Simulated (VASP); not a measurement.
A run of VASP 6.6.1 is set up as follows.

File INCAR:

```
SYSTEM = W
PREC = Accurate
ENCUT = 520
EDIFF = 1E-7
ISMEAR = 0
SIGMA = 0.1
LREAL = .FALSE.
LASPH = .TRUE.
NELM = 80
ALGO = Fast
ISIF = 2
LWAVE = .FALSE.
LCHARG = .FALSE.
GGA = PE
NBANDS = 13
```

File KPOINTS:

```
regular mesh
0
G
  16 16 16
  0 0 0
```

The input POSCAR:

```
W
1.0
   -1.6075866120      1.5891857160      1.6036253080
    1.5916136120     -1.5989292460      1.5973958380
    1.6078741260      1.5992167600     -1.6133688380
W
1
Direct
    0.0000000000      0.0000000000      0.0000000000
```

Potentials or basis: VASP PAW PBE potentials, release 64 (W_sv).

Launch:

```bash
$ cat potpaw_PBE.64/W_sv/POTCAR > POTCAR
$ mpirun -np 1 vasp_std > vasp.out
```

What does it give for the band gap on the k mesh?

Zero (band 7 reaches 15.84 eV, above the bottom of band 8 at 9.95 eV).

Predict the pressure.

-3.2 GPa.

Stress tensor (GPa, compression positive):
```
-3.46 -0.01  1.13
-0.01 -2.54  0.70
 1.13  0.70 -3.58
```

Caveat: the cell differs from its parent crystal (the cell strained at random); spin-orbit coupling is left out, which moves the levels of the heavy elements.
